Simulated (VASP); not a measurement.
Input of a VASP 6.6.1 run:

The input INCAR:

```
ALGO = Normal ; EDIFF = 1E-6
ENCUT = 520 ; GGA = PE
ISIF = 2 ; ISMEAR = 0
LASPH = True ; LCHARG = False
LREAL = False ; LWAVE = False
NBANDS = 14 ; NELM = 100
PREC = Accurate ; SIGMA = 0.1
```

KPOINTS

```
k-points
0
Gamma
  8 8 8
```

File POSCAR:

```
Li3H2
1.0
   -1.3883892300      1.3883892300      6.2354284800
    1.3883892300     -1.3883892300      6.2354284800
    1.3883892300      1.3883892300     -6.2354284800
Li H
3 2
Direct
    0.4000000100      0.4000000100      0.0000000000
    0.5999999900      0.5999999900      0.0000000000
    0.0000000000      0.0000000000      0.0000000000
    0.2000000000      0.2000000000      0.0000000000
    0.8000000000      0.8000000000      0.0000000000
```

Potentials or basis: VASP PAW PBE potentials, release 64 (Li_sv, H).

Run with:

```bash
$ cat potpaw_PBE.64/Li_sv/POTCAR potpaw_PBE.64/H/POTCAR > POTCAR
$ mpirun -np 1 vasp_std > vasp.out
```

(1) Predict the largest force.

(2) Predict the band gap on the k mesh.

Answers

(1) 3.255 eV/Å.

(2) zero (an odd number of electrons rules out a gap without spin polarisation).

Caveat: forces of over 1 eV/Å act on the atoms, so gaps and moduli don't describe the material at rest.
